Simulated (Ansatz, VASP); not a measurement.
Mo in VASP and in Ansatz

```
CELL_PARAMETERS angstrom
-1.56465 1.54901 1.56465
1.56465 -1.54901 1.56465
1.56465 1.54901 -1.56465
ATOMIC_POSITIONS crystal
Mo 0.00000 0.00000 0.00000
```

Change from the starting cell: strain -0.0100 x Voigt [0, 1, 0, 0, 0, 0], atoms carried along.

Alike in both runs: task single point; functional PBEsol; k mesh 26 × 26 × 26; occupations gaussian, width 0.15 eV; no spin polarisation.

```csv
,VASP,Ansatz
version,VASP 6.6.1,Ansatz 0.2.0
potentials or method,"VASP PAW PBE potentials, release 64 (Mo_sv), cutoff 520 eV","scalar-relativistic, plane waves, PAW"
valence electrons in the cell,14,14
```

```tsv
	VASP	Ansatz	Ansatz less VASP
gap on the k mesh at the Fermi level (eV)	none	none	-
pressure (GPa)	3.6	3.0	-0.59
traceless stress, the component that is largest in VASP (GPa)	2.28	2.28	0.000
```

VASP's potentials were made for PBE, not for PBEsol. A gap of «none» marks a metal or a gap that the smearing closes. With one functional, cell and mesh, what is left measures potentials, basis and numerics.
